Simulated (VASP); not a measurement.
# W (I4/mmm) in VASP: a series of runs

Runs on W. Level: PBEsol. Tasks: single point.

Program: VASP 6.6.1. These are calculated values, not measurements. Logs are shortened: lines on timing, memory, paths and dates and some standing lists are left out, and cuts for length are marked.

## 1. The cell of the first run

It takes space group I4/mmm (No. 139, tetragonal). The conventional cell has a = 2.705 Å, b = 2.705 Å, c = 4.133 Å, α = 90.00°, β = 90.00°, γ = 90.00°. Within 3.6 Å of W (site symmetry 4/mmm) lie 12 W at 2.71 to 2.82 Å.

## 2. Single point, PBEsol (15.13 Å³/atom)

File INCAR:

```
SYSTEM = W
ALGO = Normal
EDIFF = 1E-6
ENCUT = 500
GGA = PS
GGA_COMPAT = .False.
ISIF = 2
ISMEAR = 0
LASPH = .True.
LCHARG = .False.
LREAL = .False.
LWAVE = .False.
NBANDS = 13
NELM = 120
PREC = Accurate
SIGMA = 0.15
```

File KPOINTS:

```
k-points
0
Gamma
  22 22 22
  0 0 0
```

File POSCAR:

```
W
1.0
    0.0000000000      1.9130492249      2.0666670776
    1.9130492249      0.0000000000      2.0666670776
    1.9130492249      1.9130492249      0.0000000000
W
1
Direct
    0.0000000000      0.0000000000      0.0000000000
```

Potentials or basis: VASP PAW PBE potentials, release 64 (W_sv).

On the command line:

```
$ cat potpaw_PBE.64/W_sv/POTCAR > POTCAR
$ mpirun -np 1 vasp_std > vasp.out
```

OUTCAR:

```text
SYSTEM = W
   EDIFF = 1E-6
   ENCUT = 500
   GGA = PS
   ISIF = 2
   ISMEAR = 0
   LASPH = .True.
   LREAL = .False.
   NELM = 120
   PREC = Accurate

 ion  position               nearest neighbor table
   1  0.000  0.000  0.000-

  LATTYP: Found a body centered tetragonal cell.
 ALAT       =     2.7054601593
 C/A-ratio  =     1.5277749114

  Lattice vectors:

 A1 = (  -1.9130492249,   0.0000000000,   2.0666670776)
 A2 = (   1.9130492249,   0.0000000000,   2.0666670776)
 A3 = (   0.0000000000,   1.9130492249,  -2.0666670776)

Analysis of symmetry for initial positions (statically):
=====================================================================
 Subroutine PRICEL returns:
 Original cell was already a primitive cell.

 Routine SETGRP: Setting up the symmetry group for a
 body centered tetragonal supercell.

 Subroutine GETGRP returns: Found 16 space group operations
 (whereof 16 operations were pure point group operations)
 out of a pool of 16 trial point group operations.

The static configuration has the point symmetry D_4h.

Analysis of symmetry for dynamics (positions and initial velocities):
=====================================================================
 Subroutine PRICEL returns:
 Original cell was already a primitive cell.

 Routine SETGRP: Setting up the symmetry group for a
 body centered tetragonal supercell.

 Subroutine GETGRP returns: Found 16 space group operations
 (whereof 16 operations were pure point group operations)
 out of a pool of 16 trial point group operations.

The dynamic configuration has the point symmetry D_4h.

 Subroutine INISYM returns: Found 16 space group operations
 (whereof 16 operations are pure point group operations),
 and found     1 'primitive' translations

----------------------------------------------------------------------------------------

                                     Primitive cell

  volume of cell :      15.1270

  direct lattice vectors                    reciprocal lattice vectors
     0.000000000  1.913049225  2.066667078    -0.261362851  0.261362851  0.241935436
     1.913049225  0.000000000  2.066667078     0.261362851 -0.261362851  0.241935436
     1.913049225  1.913049225  0.000000000     0.261362851  0.261362851 -0.241935436

  length of vectors
     2.816180063  2.816180063  2.705460159     0.441762193  0.441762193  0.441762193

  position of ions in fractional coordinates (direct lattice)
     0.000000000  0.000000000  0.000000000

  ion indices of the primitive-cell ions
   primitive index   ion index
                 1           1

----------------------------------------------------------------------------------------

 KPOINTS: k-points

Automatic generation of k-mesh.
 Grid dimensions read from file:
 generate k-points for:   22   22   22

 Generating k-lattice:

  Cartesian coordinates                     Fractional coordinates (reciprocal lattice)
    -0.011880130  0.011880130  0.010997065     0.045454545  0.000000000  0.000000000
     0.011880130 -0.011880130  0.010997065     0.000000000  0.045454545  0.000000000
     0.011880130  0.011880130 -0.010997065     0.000000000  0.000000000  0.045454545

  Length of vectors
     0.020080100  0.020080100  0.020080100

  Shift w.r.t. Gamma in fractional coordinates (k-lattice)
     0.000000000  0.000000000  0.000000000

 Subroutine IBZKPT returns following result:
 ===========================================

 Found    834 irreducible k-points:

 Following reciprocal coordinates:
            Coordinates               Weight
  0.000000  0.000000  0.000000      1.000000
  0.045455 -0.000000  0.000000      8.000000
  0.090909 -0.000000  0.000000      8.000000
  0.136364  0.000000  0.000000      8.000000
  0.181818 -0.000000  0.000000      8.000000
  0.227273 -0.000000  0.000000      8.000000
[... 16 lines left out ...]
  0.500000  0.045455  0.000000      8.000000
 -0.454545  0.045455  0.000000      8.000000
 [... further k-points ...]
   k-points           NKPTS =    834   k-points in BZ     NKDIM =    834   number of bands    NBANDS=     13
   number of dos      NEDOS =    301   number of ions     NIONS =      1
   total plane-waves  NPLWV =  11520
   dimension x,y,z NGX =    24 NGY =   24 NGZ =   20
   dimension x,y,z NGXF=    48 NGYF=   48 NGZF=   40
   ions per type =               1
   NGX,Y,Z   is equivalent  to a cutoff of  14.17, 14.17, 12.29 a.u.
   NGXF,Y,Z  is equivalent  to a cutoff of  28.34, 28.34, 24.58 a.u.
 SYSTEM =  W
   PREC   = accura    normal or accurate (medium, high low for compatibility)
   ISTART =      0    job   : 0-new  1-cont  2-samecut
   ICHARG =      2    charge: 1-file 2-atom 10-const
   ISPIN  =      1    spin polarized calculation?
   LNONCOLLINEAR =      F non collinear calculations
   LSORBIT =      F    spin-orbit coupling
   LASPH  =      T    aspherical Exc in radial PAW
   ENCUT  =  500.0 eV  36.75 Ry    6.06 a.u.   5.13  5.13  4.93*2*pi/ulx,y,z
   NELM   =    120;   NELMIN=  2; NELMDL= -5     # of ELM steps
   EDIFF  = 0.1E-05   stopping-criterion for ELM
   LREAL  =      F    real-space projection
   EDIFFG = 0.1E-04   stopping-criterion for IOM
   NSW    =      0    number of steps for IOM
   IBRION =     -1    ionic relax: 0-MD 1-quasi-New 2-CG
   NFREE  =      0    steps in history (QN), initial steepest desc. (CG)
   ISIF   =      2    stress and relaxation
   ISYM   =      2    0-nonsym 1-usesym 2-fastsym
   POTIM  = 0.5000    time-step for ionic-motion
   TEBEG  =    0.0;   TEEND  =   0.0 temperature during run
   PSTRESS=    0.0 pullay stress
   NELECT =      14.0000    total number of electrons
   NUPDOWN=      -1.0000    fix difference up-down
   EMIN   =  10.00;   EMAX   =-10.00  energy-range for DOS
   EFERMI =   0.00;   METHOD = LEGACY
   ISMEAR =     0;   SIGMA  =   0.15  broadening in eV -4-tet -1-fermi 0-gaus
   EFERMI_NEDOS =   21; number of points for ismear=-14 and -15
   IALGO  =     38    algorithm
   IMIX   =      4    mixing-type and parameters
     AMIX     =   0.40;   BMIX     =  1.00
     AMIX_MAG =   1.60;   BMIX_MAG =  1.00
  volume/ion in A,a.u.               =      15.13       102.08
  Fermi-wavevector in a.u.,A,eV,Ry     =   1.595389  3.014848 34.630444  2.545266
  Thomas-Fermi vector in A             =   2.693315
   LORBIT       =      0    0 simple, 1 ext, 2 COOP (PROOUT), +10 PAW based schemes
   GGA     = PS    functional components
   LHFCALC =     F    Hartree Fock is set to
   AEXX    =    0.0000 exact exchange contribution
   IVDW    =     0    specifies the selected vdW correction
   LEPSILON=     F    determine dielectric tensor
   LRPA    =     F    only Hartree local field effects (RPA)
 non-spin polarized calculation
 Gauss-broadening in eV      SIGMA  =   0.15
  energy-cutoff  :      500.00
  volume of cell :       15.13
 maximum number of plane-waves:       396
 NGX is ok and might be reduce to    24
   NGX = 11   NGY = 11   NGZ =  9

 number of electron      14.0000000 magnetization

 Free energy of the ion-electron system (eV)
  ---------------------------------------------------
  ext. energy  EPLUGINS =         0.00000000
  ---------------------------------------------------
  free energy    TOTEN  =       -13.30903942 eV

  energy without entropy =      -13.29845205  energy(sigma->0) =      -13.30374574

 E-fermi :  11.6117     XC(G=0): -14.0179

 val. band max:       11.6112601945   @ k =   0.4545   0.0909   0.0000
 cond. band min:      11.6121213759   @ k =   0.1364   0.0000   0.0909
 fundamental gap:      0.0008611814
 Fermi energy:        11.6117118201

 k-point     1 :       0.0000    0.0000    0.0000
  band No.  band energies     occupation
      1     -62.0311      2.00000
      2     -25.5919      2.00000
      3     -25.4992      2.00000
      4     -25.4992      2.00000
      5       2.0481      2.00000
      6      10.0643      2.00000
      7      11.2271      1.99971
      8      11.2271      1.99971
      9      13.3271      0.00000
     10      15.1336      0.00000
     11      24.4869      0.00000
     12      28.2866      0.00000
     13      30.9467      0.00000

 k-point     2 :       0.0455   -0.0000    0.0000
  band No.  band energies     occupation
      1     -62.0280      2.00000
      2     -25.6062      2.00000
      3     -25.5243      2.00000
      4     -25.5017      2.00000
      5       2.1497      2.00000
      6      10.0843      2.00000
      7      11.1687      1.99997
      8      11.2755      1.99847
      9      13.2994      0.00000
     10      15.0676      0.00000
     11      24.6939      0.00000
     12      28.3482      0.00000
     13      30.5639      0.00000

 k-point     3 :       0.0909   -0.0000    0.0000
  band No.  band energies     occupation
      1     -62.0188      2.00000
      2     -25.6728      2.00000
      3     -25.5720      2.00000
      4     -25.5089      2.00000
      5       2.4462      2.00000
      6      10.1095      2.00000
      7      11.0354      2.00000
      8      11.4122      1.93997
      9      13.2454      0.00000
     10      14.8919      0.00000
     11      25.2677      0.00000
     12      28.2658      0.00000
     13      30.1724      0.00000

 k-point     4 :       0.1364    0.0000    0.0000
  band No.  band energies     occupation
      1     -62.0044      2.00000
      2     -25.8133      2.00000
      3     -25.6091      2.00000
      4     -25.5202      2.00000
      5       2.9113      2.00000
      6      10.0507      2.00000
      7      10.9257      2.00000
      8      11.6073      1.03351
      9      13.2469      0.00000
     10      14.6704      0.00000
     11      25.9961      0.00000
     12      27.7572      0.00000
     13      30.6152      0.00000

 k-point     5 :       0.1818   -0.0000    0.0000
  band No.  band energies     occupation
      1     -61.9858      2.00000
      2     -26.0010      2.00000
      3     -25.6456      2.00000
      4     -25.5347      2.00000
      5       3.4972      2.00000
      6       9.8943      2.00000
      7      10.8594      2.00000
      8      11.7982      0.07877
      9      13.4121      0.00000
     10      14.5039      0.00000
     11      26.0205      0.00000
     12      27.9262      0.00000
     13      31.6279      0.00000
[... 257 lines left out ...]
 k-point    22 :       0.4545    0.0455    0.0000
  band No.  band energies     occupation
      1     -61.8805      2.00000
      2     -26.9815      2.00000
      3     -25.8437      2.00000
      4     -25.6265      2.00000
      5       5.4858      2.00000
      6       9.8478      2.00000
      7      11.3284      1.99243
      8      11.9081      0.00520
      9      16.6820      0.00000
     10      16.9960      0.00000
     11      23.0967      0.00000
     12      24.7936      0.00000
     13      31.6876      0.00000

 k-point    23 :       0.5000    0.0455    0.0000
  band No.  band energies     occupation
      1     -61.8745      2.00000
      2     -27.0347      2.00000
      3     -25.8570      2.00000
      4     -25.6252      2.00000
      5       5.4886      2.00000
      6       9.8325      2.00000
      7      11.2443      1.99947
      8      12.2667      0.00000
      9      16.7684      0.00000
     10      17.4961      0.00000
     11      22.9928      0.00000
     12      24.2001      0.00000
     13      30.9934      0.00000

 k-point    24 :      -0.4545    0.0455    0.0000
  band No.  band energies     occupation
      1     -61.8749      2.00000
      2     -27.0325      2.00000
      3     -25.8592      2.00000
      4     -25.6189      2.00000
      5       5.4903      2.00000
      6       9.8820      2.00000
      7      11.2344      1.99963
      8      12.1568      0.00000
      9      16.5891      0.00000
     10      17.6360      0.00000
     11      22.9925      0.00000
     12      24.3935      0.00000
     13      30.7447      0.00000

 [... further k-points ...]

------------------------ aborting loop because EDIFF is reached ----------------------------------------

  FORCE on cell =-STRESS in cart. coord.  units (eV):
  Direction    XX          YY          ZZ          XY          YZ          ZX
  --------------------------------------------------------------------------------------
  -------------------------------------------------------------------------------------
  Total        1.4425285      1.4425285      2.6692309      0.0000000      0.0000000     -0.0000000
  in kB      152.7855156    152.7855156    282.7117942      0.0000000      0.0000000     -0.0000000
  external PRESSURE =     196.0942752 kB  Pullay stress =       0.0000000 kB

 VOLUME and BASIS-vectors are now :
 -----------------------------------------------------------------------------
  energy-cutoff  :      500.00
  volume of cell :       15.13
      direct lattice vectors                 reciprocal lattice vectors
     0.000000000  1.913049225  2.066667078    -0.261362851  0.261362851  0.241935436
     1.913049225  0.000000000  2.066667078     0.261362851 -0.261362851  0.241935436
     1.913049225  1.913049225  0.000000000     0.261362851  0.261362851 -0.241935436

 POSITION                                       TOTAL-FORCE (eV/Angst)
 -----------------------------------------------------------------------------------
      0.00000      0.00000      0.00000         0.000000     -0.000000      0.000000
 -----------------------------------------------------------------------------------
    total drift:                                0.000000      0.000000     -0.000000

  FREE ENERGIE OF THE ION-ELECTRON SYSTEM (eV)
  ---------------------------------------------------
  free  energy   TOTEN  =       -13.3090394191 eV

  energy  without entropy=      -13.2984520529  energy(sigma->0) =      -13.30374574
```

It took 78 s on 1 thread of Intel Xeon 8259CL, shared host; peak memory 0.26 GiB.

What came out:

| Property | Result |
| --- | --- |
| Free energy | -13.3090 eV |
| Pressure | 19.6 GPa |
| Band gap on the k mesh | zero (bands 7 and 8 overlap by 4.59 eV) |

Caveat: the cell stands under pressure; the PAW data sets were made with another functional, which shifts forces and pressure a little; spin-orbit coupling is left out, which moves the levels of the heavy elements.

## 3. Single point, PBEsol (15.98 Å³/atom)

This run uses another cell than the first one, of 15.98 Å³/atom.

File INCAR:

```
SYSTEM = W
PREC     = Accurate       ! precision mode
ENCUT    = 500            ! plane-wave cutoff, eV
EDIFF    = 1E-6           ! SCF threshold, eV
ISMEAR   = 0              ! smearing method
SIGMA    = 0.15           ! smearing width, eV
LREAL    = .False.        ! projectors in reciprocal space
LASPH    = .True.         ! aspherical terms in the spheres
NELM     = 120            ! most SCF steps
ALGO     = Normal         ! electronic algorithm
ISIF     = 2              ! what is computed and relaxed
LWAVE    = .False.        ! write WAVECAR
LCHARG   = .False.        ! write CHGCAR
GGA      = PS             ! functional
NBANDS   = 13             ! bands
GGA_COMPAT= .False.
```

File KPOINTS:

```
Automatic mesh
0
Gamma
  22 22 22
  0 0 0
```

File POSCAR:

```
W
1.0
    0.0000000000      1.9483138106      2.1047634096
    1.9483138106      0.0000000000      2.1047634096
    1.9483138106      1.9483138106      0.0000000000
W
1
Direct
    0.0000000000      0.0000000000      0.0000000000
```

Potentials or basis: VASP PAW PBE potentials, release 64 (W_sv).

On the command line:

```
$ cat potpaw_PBE.64/W_sv/POTCAR > POTCAR
$ mpirun -np 1 vasp_std > vasp.out
```

It took 2.3 min on 1 thread of Intel Xeon Platinum 8259CL at 2.50GHz (Skylake/Cascade Lake), shared host; peak memory 0.26 GiB.

Results (log left out):

```
Free energy            : -13.3613 eV
Pressure               : 0.6 GPa
Band gap on the k mesh : zero (bands 7 and 8 overlap by 4.16 eV)
```

Stress tensor (GPa, compression positive):
```
-3.53  0.00  0.00
 0.00 -3.53  0.00
 0.00  0.00  9.00
```

Levels at points of the mesh, in eV from the Fermi level:
```csv
k point,band 3,band 4,band 5,band 6,band 7,band 8,band 9,band 10,band 11,band 12
"(0.00, 0.00, 0.00)",-37.29,-37.29,-9.28,-1.43,-0.33,-0.33,1.61,3.28,12.82,16.45
"(0.50, 0.00, 0.00)",-37.58,-37.39,-5.89,-1.53,-0.38,0.61,4.77,5.36,10.62,12.29
"(0.50, 0.50, 0.00)",-37.65,-37.65,-5.88,-4.71,2.08,5.18,5.78,5.78,12.07,12.64
"(0.50, 0.00, 0.50)",-37.92,-37.77,-5.81,-4.84,3.61,4.84,5.16,6.54,10.87,12.12
```

Caveat: the PAW data sets were made with another functional, which shifts forces and pressure a little; spin-orbit coupling is left out, which moves the levels of the heavy elements.
